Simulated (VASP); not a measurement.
**BaTe: single point with PBEsol**

BaTe:

```
Ba Te
1.0
     5.88405    0.00000    0.00000
     0.00000    5.88405    0.00000
     0.00000    0.00000    4.16152
Ba Te
2 2
Direct
  0.50000 0.00000 0.50000
  0.00000 0.50000 0.50000
  0.00000 0.00000 0.00000
  0.50340 0.50000 0.00000
```

This cell differs from its parent crystal: atom 4 (Te) moved 0.02 Å along x.

```
Program             : VASP 6.6.1
Task                : single point
Functional          : PBEsol
Potentials or basis : VASP PAW PBE potentials, release 64 (Ba_sv, Te)
Cutoff              : 520 eV
k mesh              : 6 × 6 × 8
Occupations         : gaussian, width 0.05 eV
Spin                : no spin polarisation
```

```
Pressure               : 0.6 GPa
Largest force          : 0.051 eV/Å
Band gap on the k mesh : 0.52 eV
```

Forces on the atoms (eV/Å):
```
Ba  -0.001  0.000  0.000
Ba   0.028  0.000  0.000
Te   0.024  0.000  0.000
Te  -0.051  0.000  0.000
```

Levels at points of the mesh, in eV from the valence-band top:
```tsv
k point	band 14	band 15	band 16	band 17	band 18	band 19
(0.00, 0.00, 0.00)	-0.38	-0.38	0.00	0.52	0.52	0.82
(0.50, 0.00, 0.00)	-1.65	-0.63	-0.62	1.64	1.64	3.15
(0.00, 0.50, 0.00)	-1.67	-0.63	-0.63	1.64	1.64	3.15
(0.50, 0.50, 0.00)	-1.00	-0.99	-0.99	1.39	1.39	4.69
(0.00, 0.00, 0.50)	-3.23	-0.99	-0.99	1.39	4.69	4.90
(0.50, 0.00, 0.50)	-2.34	-1.30	-1.28	2.48	2.49	2.59
(0.00, 0.50, 0.50)	-2.36	-1.29	-1.29	2.48	2.48	2.60
(0.50, 0.50, 0.50)	-2.17	0.00	0.00	0.81	0.82	2.54
```

Wall time 3.3 min on 1 thread of Intel(R) Xeon(R) Platinum 8259CL CPU @ 2.50GHz (Skylake/Cascade Lake), on a shared host, peak memory 0.42 GiB.

Caveat: the cell differs from its parent crystal (atom 4 (Te) moved 0.02 Å along x); the PAW data sets were made with another functional, which shifts forces and pressure a little; spin-orbit coupling is left out, which moves the levels of the heavy elements. A k mesh can miss the band edges.
